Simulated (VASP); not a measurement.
Input of a VASP 6.6.1 run:

Contents of INCAR:

```
PREC = Accurate
ENCUT = 520
EDIFF = 1E-6
ISMEAR = 0
SIGMA = 0.1
LREAL = False
LASPH = True
NELM = 60
ALGO = Normal
ISIF = 2
LWAVE = False
LCHARG = True
GGA = PE
LELF = True
LVHAR = True
NBANDS = 32
```

Contents of KPOINTS:

```
regular mesh
0
Gamma
  10 10 10
```

Contents of POSCAR:

```
VN2
1.0
   -2.1507500000      2.1507500000      2.4913500000
    2.1507500000     -2.1507500000      2.4913500000
    2.1507500000      2.1507500000     -2.4913500000
V N
2 4
Direct
    0.2500000000      0.2500000000      0.0000000000
    0.7500000000      0.7500000000      0.0000000000
    0.1151000000      0.6151000000      0.7302000000
    0.6151000000      0.8849000000      0.5000000000
    0.8849000000      0.3849000000      0.2698000000
    0.3849000000      0.1151000000      0.5000000000
```

Potentials or basis: VASP PAW PBE potentials, release 64 (V_sv, N).

Command:

```bash
$ cat potpaw_PBE.64/V_sv/POTCAR potpaw_PBE.64/N/POTCAR > POTCAR
$ mpirun -np 1 vasp_std > vasp.out
```

Task: Predict the pressure.

Result: -0.3 GPa.

Task: Estimate the largest force.

Result: 0.374 eV/Å.

Forces in eV/Å, atoms in the order of the input:
```
V    0.000  0.000  0.000
V    0.000  0.000  0.000
N   -0.264 -0.264  0.000
N    0.264 -0.264  0.000
N    0.264  0.264  0.000
N   -0.264  0.264  0.000
```

Caveat: the run has no spin polarisation, though such a crystal can be magnetic.
